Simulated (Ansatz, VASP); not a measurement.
## Ir: VASP beside Ansatz

```xyz
5
Lattice="2.7094 0.0000 0.0000 0.0000 3.8316 0.0000 0.0000 0.0000 21.4188" Properties=species:S:1:pos:R:3 pbc="T T T"
Ir    0.0000    0.0000    8.1339
Ir    1.3547    1.9158    9.2847
Ir    0.0000    0.0000   10.7094
Ir    1.3547    1.9158   12.1341
Ir    0.0000    0.0000   13.2849
```

Alike in both runs: functional PBEsol; k mesh 15 × 11 × 1; occupations fermi-dirac, width 0.1 eV; no spin polarisation.

Ansatz relaxed the structure, and its values are those at the end. VASP's run is a single point on that final structure, the one shown.

|  | VASP | Ansatz |
| --- | --- | --- |
| version | VASP 6.6.1 | Ansatz 0.2.0 |
| potentials or method | VASP PAW PBE potentials, release 64 (Ir), cutoff 520 eV | all-electron LAPW, scalar-relativistic |

```csv
,VASP,Ansatz,Ansatz less VASP
rms of the force components (eV/Å),0.027,0.002,-0.0250
```

VASP's potentials were made for PBE, not for PBEsol. Ansatz ran all-electron here, and VASP with PAW potentials.

Spin-orbit coupling is off throughout.
